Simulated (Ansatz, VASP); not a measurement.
**Two plane-wave programs on LiNbO3**

```
Li Nb O
1.0
     2.61156    1.50778    4.59827
    -2.61156    1.50778    4.59827
     0.00000   -3.01557    4.59827
Li Nb O
2 2 6
Direct
  0.26885 0.26885 0.26885
  0.76885 0.76885 0.76885
  0.00539 0.00539 0.00539
  0.50539 0.50539 0.50539
  0.11731 0.35656 0.73663
  0.73663 0.11731 0.35656
  0.35656 0.73663 0.11731
  0.85656 0.61731 0.23663
  0.23663 0.85656 0.61731
  0.61731 0.23663 0.85656
```

Change from the starting cell: mode 1 (-212.2 1/cm) frozen in, largest displacement -0.260 Å.

Alike in both runs: task single point; functional PBE; k mesh 6 × 6 × 6; occupations gaussian, width 0.05 eV; no spin polarisation.

```csv
,VASP,Ansatz
version,VASP 6.6.1,Ansatz 0.2.0
potentials or method,"VASP PAW PBE potentials, release 64 (Li_sv, Nb_sv, O), cutoff 520 eV","scalar-relativistic, plane waves, PAW"
valence electrons in the cell,68,68
```

Ansatz gave:

```
gap on the k mesh at the Fermi level (eV) : 3.61
least direct gap on the mesh (eV)         : 3.62
rms of the force components (eV/Å)        : 0.336
```

Question: What did VASP give for the same quantities?

Answer: gap on the k mesh at the Fermi level (eV): 3.60; least direct gap on the mesh (eV): 3.61; rms of the force components (eV/Å): 0.339.

Atom by atom the forces differ by 0.010 eV/Å (rms over components). The functional is the same, so the differences come from potentials, cutoffs and numerics.

Noted on VASP's run: the cutoff is short for stress, so the pressure is rough.
